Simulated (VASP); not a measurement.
Crystal: SnSe.

```
CELL_PARAMETERS angstrom
0.00000 3.39084 3.39084
3.39084 0.00000 3.39084
3.39084 3.39084 0.00000
ATOMIC_POSITIONS crystal
Sn 0.00000 0.00000 0.00000
Se 0.75000 0.75000 0.75000
```

Program: VASP 6.6.1. Alike in all runs: task single point; potentials or basis VASP PAW PBE potentials, release 64 (Sn_d, Se); no spin polarisation; cell as given; k mesh 4 × 4 × 4; cutoff (eV) 520; smearing fermi-dirac 0.05 eV.

Q: Order these runs on this cell by their band gap on the k mesh, lowest first.
A. level HF; share of exact exchange 1
B. level r2SCAN-based global hybrid with 15 % exact exchange; share of exact exchange 0.15
C. level PBEsol-based screened hybrid with 25 % exact exchange; share of exact exchange 0.25; screening parameter 0.207 1/Å
D. level PBE0; share of exact exchange 0.25
E. level r2SCAN-based global hybrid with 35 % exact exchange; share of exact exchange 0.35

A: C (0.33 eV), B (0.69 eV), D (1.04 eV), E (1.48 eV), A (4.58 eV).

Caveats: spin-orbit coupling is left out, which moves the levels of the heavy elements.

A k mesh can miss the band edges.
